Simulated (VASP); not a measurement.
# TiCo: single point with PBE

System: TiCo.

```xyz
16
Lattice="6.2119 -0.0238 0.0572 -0.0238 6.3309 -0.1234 0.0572 -0.1234 6.2828" Properties=species:S:1:pos:R:3 pbc="T T T"
Ti   -0.2730    2.0299    5.3095
Ti    1.5735    3.3491    1.8085
Ti    1.0527   -0.3886    1.1939
Ti    0.9316    1.3243    3.1003
Ti    2.9344    2.5728    5.1454
Ti    4.1266    5.4046    1.6656
Ti    4.0944    4.8883    5.4945
Ti    4.8428    0.2927    3.6142
Co    2.3055    5.2510    3.3419
Co    5.2000    3.9586    0.4572
Co    5.9154    4.1396    2.6285
Co    3.5274    1.1314    1.6657
Co    2.2861    0.5538    5.3916
Co    5.4025    1.4993    1.3489
Co    1.0632    4.4186    5.8034
Co    4.2936    2.7341    3.2017
```

```yaml
Program: VASP 6.6.1
Task: single point
Functional: PBE
Potentials_or_basis: VASP PAW PBE potentials, release 64 (Ti_sv, Co)
Cutoff: 400 eV
k_mesh: 1 × 1 × 1, shifted
Occupations: fermi-dirac, width 0.2396 eV
Spin: no spin polarisation
Dipole_correction: no
Mended: yes
Further_INCAR_settings: LREAL = Auto; ALGO = Normal; EDIFF = 1e-06; NBANDS = 98; ISYM = -1
```

```json
{
 "Pressure": "0.6 GPa",
 "Largest force": "5.592 eV/Å"
}
```

Forces on the atoms (eV/Å):
```
Ti   0.151  0.126  0.628
Ti   1.960  0.120 -1.287
Ti  -0.343  1.058  0.107
Ti   1.496 -0.170  0.443
Ti  -0.308  0.039  0.097
Ti  -1.517 -0.868  1.316
Ti  -1.333  1.617 -3.254
Ti  -0.437  0.195  1.450
Co  -0.296 -0.032  0.414
Co   1.385 -3.407  0.502
Co   0.807  0.398  2.252
Co  -5.544  0.603 -0.419
Co  -0.433 -0.653  0.226
Co   3.873  1.270 -0.744
Co   1.179 -0.499 -2.131
Co  -0.638  0.203  0.398
```

Stress tensor (GPa, compression positive):
```
-2.73  2.75 -3.03
 2.75  2.07  2.04
-3.03  2.04  2.46
```

Levels at points of the mesh, in eV from the Fermi level:
| k point | band 81 | band 82 | band 83 | band 84 | band 85 | band 86 | band 87 | band 88 |
| --- | --- | --- | --- | --- | --- | --- | --- | --- |
| (0.25, 0.25, 0.25) | -0.27 | -0.25 | -0.17 | -0.07 | 0.05 | 0.15 | 0.21 | 0.33 |

Wall time 2.1 min on 1 thread of AMD EPYC 7R43 64-Core Processor (Zen 3), with other jobs on the host, peak memory 0.22 GiB.

Caveat: atoms lie so close that the PAW spheres overlap strongly, which falsifies energies and pressures; the atoms stand as in a frame of molecular dynamics; the run has no spin polarisation, though such a crystal can be magnetic. Spin polarisation is off, so any magnetic state and its effect on volume and gap are missing.
